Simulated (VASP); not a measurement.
Set up this calculation in VASP 6.6.1, as the native input.

| Quantity | Value |
| --- | --- |
| Task | single point |
| Functional | PBE |
| Dispersion | D3(BJ) |
| Potentials or basis | VASP PAW PBE potentials, release 64 (Ag) |
| Cutoff | 500 eV |
| k mesh | 8 × 8 × 8 |
| Occupations | gaussian, width 0.1 eV |
| Spin | no spin polarisation |
| Dipole correction | no |
| Further INCAR settings | ALGO = Normal; EDIFF = 1e-06; NBANDS = 12 |

The structure of Ag lies in POSCAR:

```
Ag
1.0
    0.0000000000      2.0427500000      2.0427500000
    2.0427500000      0.0000000000      2.0427500000
    2.0427500000      2.0427500000      0.0000000000
Ag
1
Direct
    0.0000000000      0.0000000000      0.0000000000
```

One way to write it, as run:

INCAR

```
PREC = Accurate ; ENCUT = 500
EDIFF = 1E-6 ; ISMEAR = 0
SIGMA = 0.1 ; LREAL = False
LASPH = True ; NELM = 120
ALGO = Normal ; ISIF = 2
LWAVE = False ; LCHARG = False
GGA = PE ; IVDW = 12
NBANDS = 12 ; GGA_COMPAT = False
```

KPOINTS

```
Automatic mesh
0
Gamma
  8 8 8
```

Potentials or basis: VASP PAW PBE potentials, release 64 (Ag).

Command:

```bash
$ cat potpaw_PBE.64/Ag/POTCAR > POTCAR
$ mpirun -np 1 vasp_std > vasp.out
```

Results of the run:

The pressure is -0.6 GPa and the dispersion energy per atom is -0.589 eV.

Caveat: pairwise dispersion overbinds metals, which lowers pressure and volume.

Wall time 8 s on 1 thread of Intel Xeon 8259CL, on a shared host, peak memory 0.15 GiB.
